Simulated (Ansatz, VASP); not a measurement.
## One calculation of Al2O3, two programs

File INCAR:

```
SYSTEM = Al2O3
PREC = Accurate
ENCUT = 520
EDIFF = 1E-7
ISMEAR = -1
SIGMA = 0.02
LREAL = .False.
LASPH = .True.
NELM = 80
ALGO = Normal
ISIF = 2
LWAVE = .False.
LCHARG = .False.
GGA = PE
NBANDS = 35
```

The input KPOINTS:

```
regular mesh
0
Gamma
  6 6 6
  0 0 0
```

POSCAR

```
Al2O3
1.0
    2.4031550271      1.3874622018      4.3115068004
   -2.4031550271      1.3874622018      4.3115068004
    0.0000000000     -2.7749244036      4.3115068004
Al O
4 6
Direct
    0.8524228138      0.8524228138      0.8524228138
    0.3524228138      0.3524228138      0.3524228138
    0.1475771862      0.1475771862      0.1475771862
    0.6475771862      0.6475771862      0.6475771862
    0.4442193780      0.0557806220      0.7500000000
    0.0557806220      0.7500000000      0.4442193780
    0.5557806220      0.9442193780      0.2500000000
    0.2500000000      0.5557806220      0.9442193780
    0.9442193780      0.2500000000      0.5557806220
    0.7500000000      0.4442193780      0.0557806220
```

Input for Ansatz:

```yaml
crystal:
  lattice:
    - [2.4031550271, 1.3874622018, 4.3115068004]
    - [-2.4031550271, 1.3874622018, 4.3115068004]
    - [0.0, -2.7749244036, 4.3115068004]
  atoms:
    - { symbol: Al, position: [0.8524228138, 0.8524228138, 0.8524228138] }
    - { symbol: Al, position: [0.3524228138, 0.3524228138, 0.3524228138] }
    - { symbol: Al, position: [0.1475771862, 0.1475771862, 0.1475771862] }
    - { symbol: Al, position: [0.6475771862, 0.6475771862, 0.6475771862] }
    - { symbol: O, position: [0.444219378, 0.055780622, 0.75] }
    - { symbol: O, position: [0.055780622, 0.75, 0.444219378] }
    - { symbol: O, position: [0.555780622, 0.944219378, 0.25] }
    - { symbol: O, position: [0.25, 0.555780622, 0.944219378] }
    - { symbol: O, position: [0.944219378, 0.25, 0.555780622] }
    - { symbol: O, position: [0.75, 0.444219378, 0.055780622] }
kpoints:
  mp_grid: { grid: [6, 6, 6] }
  band_path:
    path:
      - [0.0, 0.0, 0.0]
      - [0.5, 0.5, 0.5]
      - [0.7662811645, 0.2337188355, 0.5]
      - [0.5, -0.2337188355, 0.2337188355]
      - [0.5, 0.0, 0.0]
      - [0.3668594178, -0.3668594178, 0.0]
      - [0.6331405822, 0.0, 0.3668594178]
      - [0.5, 0.0, 0.5]
    npoints: 1
hamiltonian:
  xc: pbe
scf:
  occupations: { method: fermi_dirac, width: 0.02 }
  n_extra_bands: 6
output:
  forces: true
  stress: true
  eigenvalues: true
  write_density: true
  write_potential: true
  elf: true
  volumetric_format: npy
```

Change from the starting cell: epitaxial_xy strain +1.0%.

Alike in both runs: task single point; functional PBE; k mesh 6 × 6 × 6; occupations fermi-dirac, width 0.02 eV; no spin polarisation.

|  | VASP | Ansatz |
| --- | --- | --- |
| version | VASP 6.6.1 | Ansatz 0.2.0 |
| potentials or method | VASP PAW PBE potentials, release 64 (Al, O) | plane waves, PAW |
| plane-wave cutoff (eV) | 520 | 420 |
| valence electrons in the cell | 48 | 48 |

|  | VASP | Ansatz | Ansatz less VASP |
| --- | --- | --- | --- |
| gap on the k mesh at the Fermi level (eV) | 5.93 | 5.93 | +0.002 |
| pressure (GPa) | 3.4 | 3.6 | +0.16 |
| traceless stress, the component that is largest in VASP (GPa) | 3.30 | 3.32 | +0.019 |
| rms of the force components (eV/Å) | 0.017 | 0.016 | -0.0011 |

Atom by atom the forces differ by 0.001 eV/Å (rms over components). The functional is the same, so the differences come from potentials, cutoffs and numerics.
